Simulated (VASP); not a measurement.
# Ag in VASP: further runs

Runs on Ag. Level: r2SCAN. Tasks: single point.

Everything below comes from runs of VASP 6.6.1. Logs are shortened: lines on timing, memory, paths and dates and some standing lists are left out, and cuts for length are marked.

## Step 1: The cell of the first run

The structure is tetragonal, space group I4/mmm (No. 139). Conventional cell: a = 2.815 Å, b = 2.815 Å, c = 4.178 Å, α = 90.00°, β = 90.00°, γ = 90.00°. Ag (site symmetry 4/mmm) has 12 Ag at 2.82 to 2.89 Å within 3.7 Å.

## Step 2: Single point, r2SCAN (biaxial strain in the a-b plane: -3.0 %)

Input file POSCAR:

```
Ag
1.0
    1.9906128352      1.9906128352      0.0000000000
   -1.9906128352      1.9906128352      0.0000000000
    0.0000000000      0.0000000000      4.1782347757
Ag
2
Direct
    0.0000000000      0.0000000000      0.0000000000
    0.5000000000      0.5000000000      0.5000000000
```

Input file INCAR.step1:

```
SYSTEM = Ag
PREC = Accurate
ENCUT = 520
ISMEAR = 0
SIGMA = 0.1
LREAL = .FALSE.
LASPH = .TRUE.
NELM = 60
NBANDS = 18
GGA = PE
ALGO = Normal
EDIFF = 1E-4
LWAVE = .TRUE.
LCHARG = .FALSE.
```

Input file INCAR.step2:

```
SYSTEM = Ag
PREC = Accurate
ENCUT = 520
EDIFF = 1E-7
ISMEAR = 0
SIGMA = 0.1
LREAL = .FALSE.
LASPH = .TRUE.
NELM = 60
ALGO = Normal
ISIF = 2
LWAVE = .FALSE.
LCHARG = .TRUE.
METAGGA = R2SCAN
LMIXTAU = .TRUE.
LELF = .TRUE.
LVHAR = .TRUE.
NBANDS = 18
ISTART = 1
```

Input file KPOINTS:

```
regular mesh
0
G
  18 18 12
  0 0 0
```

Potentials or basis: VASP PAW PBE potentials, release 64 (Ag).

Launch:

```sh
cat potpaw_PBE.64/Ag/POTCAR > POTCAR
cp INCAR.step1 INCAR
mpirun -np 1 vasp_std > vasp.out
cp INCAR.step2 INCAR
mpirun -np 1 vasp_std > vasp.out
```

OUTCAR:

```text
SYSTEM = Ag
   PREC = Accurate
   ENCUT = 520
   EDIFF = 1E-7
   ISMEAR = 0
   LREAL = .FALSE.
   LASPH = .TRUE.
   NELM = 60
   ISIF = 2
   METAGGA = R2SCAN
   ISTART = 1

 ion  position               nearest neighbor table
   1  0.000  0.000  0.000-   2 2.89   2 2.89   2 2.89   2 2.89   2 2.89   2 2.89   2 2.89   2 2.89

   2  0.500  0.500  0.500-   1 2.89   1 2.89   1 2.89   1 2.89   1 2.89   1 2.89   1 2.89   1 2.89

  LATTYP: Found a simple tetragonal cell.
 ALAT       =     2.8151516690
 C/A-ratio  =     1.4841952644

  Lattice vectors:

 A1 = (   1.9906128352,   1.9906128352,   0.0000000000)
 A2 = (  -1.9906128352,   1.9906128352,   0.0000000000)
 A3 = (   0.0000000000,   0.0000000000,   4.1782347757)

Analysis of symmetry for initial positions (statically):
=====================================================================
 Subroutine PRICEL returns following result:

  LATTYP: Found a body centered tetragonal cell.
 ALAT       =     2.8151516690
 C/A-ratio  =     1.4841952644

  Lattice vectors:

 A1 = (   1.9906128352,   0.0000000000,  -2.0891173879)
 A2 = (  -1.9906128352,   0.0000000000,  -2.0891173878)
 A3 = (   0.0000000000,   1.9906128352,   2.0891173878)

   2 primitive cells build up your supercell.

 Routine SETGRP: Setting up the symmetry group for a
 simple tetragonal supercell.

 Subroutine GETGRP returns: Found 16 space group operations
 (whereof 16 operations were pure point group operations)
 out of a pool of 16 trial point group operations.

The static configuration has the point symmetry D_4h.

Analysis of symmetry for dynamics (positions and initial velocities):
=====================================================================
 Subroutine PRICEL returns following result:

  LATTYP: Found a body centered tetragonal cell.
 ALAT       =     2.8151516690
 C/A-ratio  =     1.4841952644

  Lattice vectors:

 A1 = (   1.9906128352,   0.0000000000,  -2.0891173879)
 A2 = (  -1.9906128352,   0.0000000000,  -2.0891173878)
 A3 = (   0.0000000000,   1.9906128352,   2.0891173878)

   2 primitive cells build up your supercell.

 Routine SETGRP: Setting up the symmetry group for a
 simple tetragonal supercell.

 Subroutine GETGRP returns: Found 16 space group operations
 (whereof 16 operations were pure point group operations)
 out of a pool of 16 trial point group operations.

The dynamic configuration has the point symmetry D_4h.

 Subroutine INISYM returns: Found 16 space group operations
 (whereof 16 operations are pure point group operations),
 and found     2 'primitive' translations

----------------------------------------------------------------------------------------

                                     Primitive cell

  volume of cell :      16.5564

  direct lattice vectors                    reciprocal lattice vectors
     1.990612835  0.000000000 -2.089117388     0.251178929  0.251178929 -0.239335522
    -1.990612835  0.000000000 -2.089117388    -0.251178929  0.251178929 -0.239335522
     0.000000000  1.990612835  2.089117388     0.000000000  0.502357858  0.000000000

  length of vectors
     2.885645668  2.885645668  2.885645668     0.428326045  0.428326045  0.502357858

  position of ions in fractional coordinates (direct lattice)
     0.000000000  0.000000000  0.000000000

  ion indices of the primitive-cell ions
   primitive index   ion index
                 1           1

----------------------------------------------------------------------------------------

 KPOINTS: regular mesh

Automatic generation of k-mesh.
 Grid dimensions read from file:
 generate k-points for:   18   18   12

 Generating k-lattice:

  Cartesian coordinates                     Fractional coordinates (reciprocal lattice)
     0.013954385  0.013954385  0.000000000     0.055555556  0.000000000  0.000000000
    -0.013954385  0.013954385  0.000000000     0.000000000  0.055555556  0.000000000
     0.000000000  0.000000000  0.019944627     0.000000000  0.000000000  0.083333333

  Length of vectors
     0.019734480  0.019734480  0.019944627

  Shift w.r.t. Gamma in fractional coordinates (k-lattice)
     0.000000000  0.000000000  0.000000000

 Subroutine IBZKPT returns following result:
 ===========================================

 Found    385 irreducible k-points:

 Following reciprocal coordinates:
            Coordinates               Weight
  0.000000  0.000000  0.000000      1.000000
  0.055556  0.000000  0.000000      4.000000
  0.111111  0.000000  0.000000      4.000000
  0.166667  0.000000  0.000000      4.000000
  0.222222  0.000000  0.000000      4.000000
  0.277778  0.000000  0.000000      4.000000
[... 16 lines left out ...]
  0.277778  0.111111  0.000000      8.000000
  0.333333  0.111111  0.000000      8.000000
 [... further k-points ...]
   k-points           NKPTS =    385   k-points in BZ     NKDIM =    385   number of bands    NBANDS=     18
   number of dos      NEDOS =    301   number of ions     NIONS =      2
   total plane-waves  NPLWV =  18432
   dimension x,y,z NGX =    24 NGY =   24 NGZ =   32
   dimension x,y,z NGXF=    48 NGYF=   48 NGZF=   64
   ions per type =               2
   NGX,Y,Z   is equivalent  to a cutoff of  14.17, 14.17, 12.73 a.u.
   NGXF,Y,Z  is equivalent  to a cutoff of  28.35, 28.35, 25.46 a.u.
 SYSTEM =  Ag
   PREC   = accura    normal or accurate (medium, high low for compatibility)
   ISTART =      1    job   : 0-new  1-cont  2-samecut
   ICHARG =      0    charge: 1-file 2-atom 10-const
   ISPIN  =      1    spin polarized calculation?
   LNONCOLLINEAR =      F non collinear calculations
   LSORBIT =      F    spin-orbit coupling
   LASPH  =      T    aspherical Exc in radial PAW
   ENCUT  =  520.0 eV  38.22 Ry    6.18 a.u.   5.23  5.23  7.77*2*pi/ulx,y,z
   NELM   =     60;   NELMIN=  2; NELMDL=  0     # of ELM steps
   EDIFF  = 0.1E-06   stopping-criterion for ELM
   LREAL  =      F    real-space projection
   EDIFFG = 0.1E-05   stopping-criterion for IOM
   NSW    =      0    number of steps for IOM
   IBRION =     -1    ionic relax: 0-MD 1-quasi-New 2-CG
   NFREE  =      0    steps in history (QN), initial steepest desc. (CG)
   ISIF   =      2    stress and relaxation
   ISYM   =      2    0-nonsym 1-usesym 2-fastsym
   POTIM  = 0.5000    time-step for ionic-motion
   TEBEG  =    0.0;   TEEND  =   0.0 temperature during run
   PSTRESS=    0.0 pullay stress
   NELECT =      22.0000    total number of electrons
   NUPDOWN=      -1.0000    fix difference up-down
   EMIN   =  10.00;   EMAX   =-10.00  energy-range for DOS
   EFERMI =   0.00;   METHOD = LEGACY
   ISMEAR =     0;   SIGMA  =   0.10  broadening in eV -4-tet -1-fermi 0-gaus
   EFERMI_NEDOS =   21; number of points for ismear=-14 and -15
   IALGO  =     38    algorithm
   IMIX   =      4    mixing-type and parameters
     AMIX     =   0.40;   BMIX     =  1.00
     AMIX_MAG =   1.60;   BMIX_MAG =  1.00
  volume/ion in A,a.u.               =      16.56       111.73
  Fermi-wavevector in a.u.,A,eV,Ry     =   1.428511  2.699494 27.764642  2.040644
  Thomas-Fermi vector in A             =   2.548565
   LORBIT       =      0    0 simple, 1 ext, 2 COOP (PROOUT), +10 PAW based schemes
   METAGGA = R2SCAN    functional components
   LHFCALC =     F    Hartree Fock is set to
   AEXX    =    0.0000 exact exchange contribution
   IVDW    =     0    specifies the selected vdW correction
   LEPSILON=     F    determine dielectric tensor
   LRPA    =     F    only Hartree local field effects (RPA)
 non-spin polarized calculation
 Gauss-broadening in eV      SIGMA  =   0.10
  energy-cutoff  :      520.00
  volume of cell :       33.11
 maximum number of plane-waves:       919
 NGX is ok and might be reduce to    24
   NGX = 11   NGY = 11   NGZ = 15

 number of electron      22.0000011 magnetization

 Free energy of the ion-electron system (eV)
  ---------------------------------------------------
  ext. energy  EPLUGINS =         0.00000000
  ---------------------------------------------------
  free energy    TOTEN  =       -42.68443900 eV

  energy without entropy =      -42.68166707  energy(sigma->0) =      -42.68305304

 E-fermi :   8.8479     XC(G=0): -13.1751

 val. band max:        8.8259957715   @ k =   0.2778   0.0556   0.3333
 cond. band min:       8.8550242165   @ k =   0.5000   0.1111   0.2500
 fundamental gap:      0.0290284450
 Fermi energy:         8.8479483404

 k-point     1 :       0.0000    0.0000    0.0000
  band No.  band energies     occupation
      1       0.6570      2.00000
      2       1.8469      2.00000
      3       1.9649      2.00000
      4       3.3755      2.00000
      5       3.7112      2.00000
      6       3.7112      2.00000
[... 10 lines left out ...]
     17      27.4760      0.00000
     18      27.7209      0.00000

 k-point     2 :       0.0556    0.0000    0.0000
  band No.  band energies     occupation
      1       0.7278      2.00000
      2       1.8839      2.00000
      3       2.0022      2.00000
      4       3.4041      2.00000
      5       3.6868      2.00000
      6       3.7280      2.00000
[... 10 lines left out ...]
     17      27.5207      0.00000
     18      28.2904      0.00000

 k-point     3 :       0.1111    0.0000    0.0000
  band No.  band energies     occupation
      1       0.9351      2.00000
      2       1.9696      2.00000
      3       2.1330      2.00000
      4       3.4849      2.00000
      5       3.6176      2.00000
      6       3.7777      2.00000
[... 10 lines left out ...]
     17      27.4461      0.00000
     18      27.8224      0.00000

 k-point     4 :       0.1667    0.0000    0.0000
  band No.  band energies     occupation
      1       1.2624      2.00000
      2       2.0786      2.00000
      3       2.3638      2.00000
      4       3.5149      2.00000
      5       3.5992      2.00000
      6       3.8586      2.00000
[... 375 lines left out ...]
      4       3.2409      2.00000
      5       3.8217      2.00000
      6       4.1014      2.00000
[... 10 lines left out ...]
     17      25.0881      0.00000
     18      27.5400      0.00000

 k-point    23 :       0.2778    0.1111    0.0000
  band No.  band energies     occupation
      1       2.3162      2.00000
      2       2.5462      2.00000
      3       3.0112      2.00000
      4       3.1169      2.00000
      5       3.7897      2.00000
      6       3.8053      2.00000
[... 10 lines left out ...]
     17      23.6950      0.00000
     18      28.0336      0.00000

 k-point    24 :       0.3333    0.1111    0.0000
  band No.  band energies     occupation
      1       2.6799      2.00000
      2       2.7127      2.00000
      3       3.0136      2.00000
      4       3.2449      2.00000
      5       3.4893      2.00000
      6       3.7051      2.00000
[... 10 lines left out ...]
     17      22.3973      0.00000
     18      27.6072      0.00000

 [... further k-points ...]

------------------------ aborting loop because EDIFF is reached ----------------------------------------

  FORCE on cell =-STRESS in cart. coord.  units (eV):
  Direction    XX          YY          ZZ          XY          YZ          ZX
  --------------------------------------------------------------------------------------
  -------------------------------------------------------------------------------------
  Total        1.2759418      1.2759418      0.7732901      0.0000000      0.0000000      0.0000000
  in kB       61.7369264     61.7369264     37.4159350      0.0000000      0.0000000      0.0000000
  external PRESSURE =      53.6299293 kB  Pullay stress =       0.0000000 kB

 VOLUME and BASIS-vectors are now :
 -----------------------------------------------------------------------------
  energy-cutoff  :      520.00
  volume of cell :       33.11
      direct lattice vectors                 reciprocal lattice vectors
     1.990612835  1.990612835  0.000000000     0.251178929  0.251178929  0.000000000
    -1.990612835  1.990612835  0.000000000    -0.251178929  0.251178929  0.000000000
     0.000000000  0.000000000  4.178234776     0.000000000  0.000000000  0.239335522

 POSITION                                       TOTAL-FORCE (eV/Angst)
 -----------------------------------------------------------------------------------
      0.00000      0.00000      0.00000         0.000000      0.000000     -0.000000
      0.00000      1.99061      2.08912        -0.000000     -0.000000      0.000000
 -----------------------------------------------------------------------------------
    total drift:                               -0.000000      0.000000     -0.000000

  FREE ENERGIE OF THE ION-ELECTRON SYSTEM (eV)
  ---------------------------------------------------
  free  energy   TOTEN  =       -42.6844390016 eV

  energy  without entropy=      -42.6816670706  energy(sigma->0) =      -42.68305304
```

It took 8.6 min on 1 thread of Intel Xeon 8259CL, shared host; peak memory 0.31 GiB.

Results:

- Free energy: -42.6844 eV
- Pressure: 5.4 GPa
- Band gap on the k mesh: zero (bands 11 and 12 overlap by 9.98 eV)

Caveat: the cell differs from its parent crystal (biaxial strain in the a-b plane: -3.0 %); the cell stands under pressure; the PAW data sets were made with another functional, which shifts forces and pressure a little.

## Step 3: Single point, r2SCAN (equal strain along all axes, cell held: +1.5 %)

Input file POSCAR:

```
Ag
1.0
    2.0829608533      2.0829608533      0.0000000000
   -2.0829608533      2.0829608533      0.0000000000
    0.0000000000      0.0000000000      4.1659217066
Ag
2
Direct
    0.0000000000      0.0000000000      0.0000000000
    0.5000000000      0.5000000000      0.5000000000
```

Input file INCAR.step1:

```
ALGO     = Normal         # electronic algorithm
EDIFF    = 1E-4           # SCF threshold, eV
ENCUT    = 520            # plane-wave cutoff, eV
GGA      = PE             # functional
ISMEAR   = 0              # smearing method
LASPH    = T              # aspherical terms in the spheres
LCHARG   = F              # write CHGCAR
LREAL    = F              # projectors in reciprocal space
LWAVE    = T              # write WAVECAR
NBANDS   = 18             # bands
NELM     = 60             # most SCF steps
PREC     = Accurate       # precision mode
SIGMA    = 0.1            # smearing width, eV
```

Input file INCAR.step2:

```
ALGO     = Normal         # electronic algorithm
EDIFF    = 1E-6           # SCF threshold, eV
ENCUT    = 520            # plane-wave cutoff, eV
ISIF     = 2              # what is computed and relaxed
ISMEAR   = 0              # smearing method
ISTART   = 1            
LASPH    = T              # aspherical terms in the spheres
LCHARG   = F              # write CHGCAR
LMIXTAU  = T            
LREAL    = F              # projectors in reciprocal space
LWAVE    = F              # write WAVECAR
METAGGA  = R2SCAN         # meta-GGA
NBANDS   = 18             # bands
NELM     = 60             # most SCF steps
PREC     = Accurate       # precision mode
SIGMA    = 0.1            # smearing width, eV
```

Input file KPOINTS:

```
k-points
0
Gamma
  18 18 12
```

Potentials or basis: VASP PAW PBE potentials, release 64 (Ag).

Launch:

```sh
cat potpaw_PBE.64/Ag/POTCAR > POTCAR
cp INCAR.step1 INCAR
mpirun -np 1 vasp_std > vasp.out
cp INCAR.step2 INCAR
mpirun -np 1 vasp_std > vasp.out
```

OUTCAR:

```text
EDIFF = 1E-6
   ENCUT = 520
   ISIF = 2
   ISMEAR = 0
   ISTART = 1
   LASPH = T
   LREAL = F
   METAGGA = R2SCAN
   NELM = 60
   PREC = Accurate

 ion  position               nearest neighbor table
   1  0.000  0.000  0.000-   2 2.95   2 2.95   2 2.95   2 2.95   2 2.95   2 2.95   2 2.95   2 2.95

   2  0.500  0.500  0.500-   1 2.95   1 2.95   1 2.95   1 2.95   1 2.95   1 2.95   1 2.95   1 2.95

  LATTYP: Found a simple tetragonal cell.
 ALAT       =     2.9457514886
 C/A-ratio  =     1.4142135624

  Lattice vectors:

 A1 = (   2.0829608533,   2.0829608533,   0.0000000000)
 A2 = (  -2.0829608533,   2.0829608533,   0.0000000000)
 A3 = (   0.0000000000,   0.0000000000,   4.1659217066)

Analysis of symmetry for initial positions (statically):
=====================================================================
 Subroutine PRICEL returns following result:

  LATTYP: Found a face centered cubic cell.
 ALAT       =     4.1659217066

  Lattice vectors:

 A1 = (   0.0000000000,  -2.0829608533,  -2.0829608533)
 A2 = (   2.0829608533,   0.0000000000,  -2.0829608533)
[... 179 lines left out ...]

  energy without entropy =      -42.69662302  energy(sigma->0) =      -42.69773344

 E-fermi :   7.6868     XC(G=0): -12.5666

 val. band max:        7.6803339887   @ k =   0.5000   0.2222   0.0000
 cond. band min:       7.7061617103   @ k =   0.2778   0.0000   0.3333
 fundamental gap:      0.0258277217
 Fermi energy:         7.6867835057

 k-point     1 :       0.0000    0.0000    0.0000
  band No.  band energies     occupation
      1       0.1284      2.00000
      2       1.2370      2.00000
      3       1.3370      2.00000
      4       2.7187      2.00000
      5       2.7187      2.00000
      6       2.7194      2.00000
[... 481 lines left out ...]
      5       2.7266      2.00000
      6       2.8759      2.00000
[... 10 lines left out ...]
     17      20.7298      0.00000
     18      25.1055      0.00000

 [... further k-points ...]

------------------------ aborting loop because EDIFF is reached ----------------------------------------

  FORCE on cell =-STRESS in cart. coord.  units (eV):
  Direction    XX          YY          ZZ          XY          YZ          ZX
  --------------------------------------------------------------------------------------
  -------------------------------------------------------------------------------------
  Total       -0.8766386     -0.8766386     -0.9339517      0.0000000      0.0000000      0.0000000
  in kB      -38.8532937    -38.8532937    -41.3934551      0.0000000      0.0000000      0.0000000
  external PRESSURE =     -39.7000142 kB  Pullay stress =       0.0000000 kB

 VOLUME and BASIS-vectors are now :
 -----------------------------------------------------------------------------
  energy-cutoff  :      520.00
  volume of cell :       36.15
      direct lattice vectors                 reciprocal lattice vectors
     2.082960853  2.082960853  0.000000000     0.240042917  0.240042917  0.000000000
    -2.082960853  2.082960853  0.000000000    -0.240042917  0.240042917  0.000000000
     0.000000000  0.000000000  4.165921707     0.000000000  0.000000000  0.240042917

 POSITION                                       TOTAL-FORCE (eV/Angst)
 -----------------------------------------------------------------------------------
      0.00000      0.00000      0.00000        -0.000000      0.000000     -0.000000
      0.00000      2.08296      2.08296         0.000000     -0.000000      0.000000
 -----------------------------------------------------------------------------------
    total drift:                               -0.000000      0.000000     -0.000000

  FREE ENERGIE OF THE ION-ELECTRON SYSTEM (eV)
  ---------------------------------------------------
  free  energy   TOTEN  =       -42.6988438500 eV

  energy  without entropy=      -42.6966230218  energy(sigma->0) =      -42.69773344
```

Run time: 3.1 min. Hardware: 1 thread of Intel Xeon 6975P-C (Granite Rapids), shared host; peak memory 0.31 GiB.

What came out:

* Free energy: -42.6988 eV
* Pressure: -4.0 GPa
* Band gap on the k mesh: zero (bands 11 and 12 overlap by 9.61 eV)

Levels at points of the mesh, in eV from the Fermi level:
```csv
k point,band 7,band 8,band 9,band 10,band 11,band 12,band 13,band 14,band 15,band 16
"(0.00, 0.00, 0.00)",-4.03,-4.03,-3.33,-3.10,-3.10,1.75,6.48,10.78,10.78,16.46
"(0.50, 0.00, 0.00)",-4.37,-4.37,-4.00,-4.00,-0.68,-0.68,9.18,9.18,9.28,9.28
"(0.50, 0.50, 0.00)",-3.10,-3.10,-3.09,-3.09,1.75,1.75,6.48,6.48,10.78,10.78
"(0.00, 0.00, 0.50)",-4.16,-4.16,-3.87,-3.87,-3.69,-3.69,14.63,14.63,14.63,14.63
"(0.50, 0.00, 0.50)",-3.29,-3.29,-3.29,-3.29,-0.21,-0.21,3.35,3.35,15.69,15.69
"(0.50, 0.50, 0.50)",-4.01,-4.01,-3.09,-3.09,5.93,5.93,5.93,5.93,6.84,6.84
```

Caveat: the cell differs from its parent crystal (equal strain along all axes, cell held: +1.5 %); the cell stands under tension; the PAW data sets were made with another functional, which shifts forces and pressure a little.

(Continued in part 2 of 3.)
